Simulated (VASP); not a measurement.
A run of VASP 6.6.1 is set up as follows.

The input INCAR:

```
ALGO = Normal ; EDIFF = 1E-8
ENCUT = 520 ; GGA = PE
ISIF = 2 ; ISMEAR = -1
LASPH = True ; LCHARG = False
LEFG = True ; LREAL = False
LWAVE = False ; NBANDS = 16
NELM = 60 ; PREC = Accurate
SIGMA = 0.08
```

The input KPOINTS:

```
k-points
0
Gamma
  13 13 13
```

Contents of POSCAR:

```
ZnSe
1.0
    0.0000000000      2.7362507069      2.7362507069
    2.7362507069      0.0000000000      2.7362507069
    2.7362507069      2.7362507069      0.0000000000
Zn Se
1 1
Direct
    0.0000000000      0.0000000000      0.0000000000
    0.5000000000      0.5000000000      0.5000000000
```

Potentials or basis: VASP PAW PBE potentials, release 64 (Zn, Se).

Launch:

```console
$ cat potpaw_PBE.64/Zn/POTCAR potpaw_PBE.64/Se/POTCAR > POTCAR
$ mpirun -np 1 vasp_std > vasp.out
```

Question: Estimate the band gap on the k mesh.

Answer: Zero (band 9 reaches 2.58 eV, above the bottom of band 10 at 1.65 eV).

Question: Predict the pressure.

Answer: -3.4 GPa.

Caveat: without QUAD_EFG the Cq values of the log hold for a quadrupole moment of 1 mb, not for the nuclei.
